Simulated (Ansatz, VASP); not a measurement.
# Al: VASP beside Ansatz

```xyz
2
Lattice="3.0093 0.0000 0.0000 -1.5047 2.6061 0.0000 0.0000 0.0000 4.7125" Properties=species:S:1:pos:R:3 pbc="T T T"
Al    1.5047    0.8687    3.5344
Al    0.0000    1.7374    1.1781
```

Alike in both runs: task single point; functional PBEsol; k mesh 18 × 18 × 10; occupations gaussian, width 0.15 eV; no spin polarisation.

|  | VASP | Ansatz |
| --- | --- | --- |
| version | VASP 6.6.1 | Ansatz 0.2.0 |
| potentials or method | VASP PAW PBE potentials, release 64 (Al), cutoff 520 eV | scalar-relativistic, plane waves, PAW |
| valence electrons in the cell | 6 | 6 |

Ansatz gave:

| Property | Result |
| --- | --- |
| gap on the k mesh at the Fermi level (eV) | none |
| pressure (GPa) | -7.3 |
| traceless stress, the component that is largest in VASP (GPa) | 1.23 |

Task: Which values does VASP return?

Result: gap on the k mesh at the Fermi level (eV): none; pressure (GPa): -7.2; traceless stress, the component that is largest in VASP (GPa): 1.24.

VASP's potentials were made for PBE, not for PBEsol, and Ansatz warns of the same on its side. A gap of «none» marks a metal or a gap that the smearing closes.
